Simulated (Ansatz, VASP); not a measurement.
Two plane-wave programs on Pb

```
CELL_PARAMETERS angstrom
3.84515 0.00000 0.00000
-1.92257 3.32999 0.00000
0.00000 0.00000 10.57026
ATOMIC_POSITIONS crystal
Pb 0.00000 0.00000 0.00000
Pb 0.00000 0.00000 0.50000
Pb 0.33333 0.66667 0.00500
Pb 0.66667 0.33333 0.50500
```

Alike in both runs: task single point; functional PBE; k mesh 6 × 6 × 2; occupations gaussian, width 0.1 eV; no spin polarisation.

```csv
,VASP,Ansatz
version,VASP 6.6.1,Ansatz 0.2.0
potentials or method,"VASP PAW PBE potentials, release 64 (Pb_d), cutoff 520 eV","scalar-relativistic, plane waves, PAW"
valence electrons in the cell,56,56
```

|  | VASP | Ansatz | Ansatz less VASP |
| --- | --- | --- | --- |
| gap on the k mesh at the Fermi level (eV) | none | none | - |
| rms of the force components (eV/Å) | 0.573 | 0.580 | +0.0069 |

Atom by atom the forces differ by 0.007 eV/Å (rms over components). A gap of «none» marks a metal or a gap that the smearing closes. The functional is the same, so the differences come from potentials, cutoffs and numerics.

Spin-orbit coupling is off throughout.
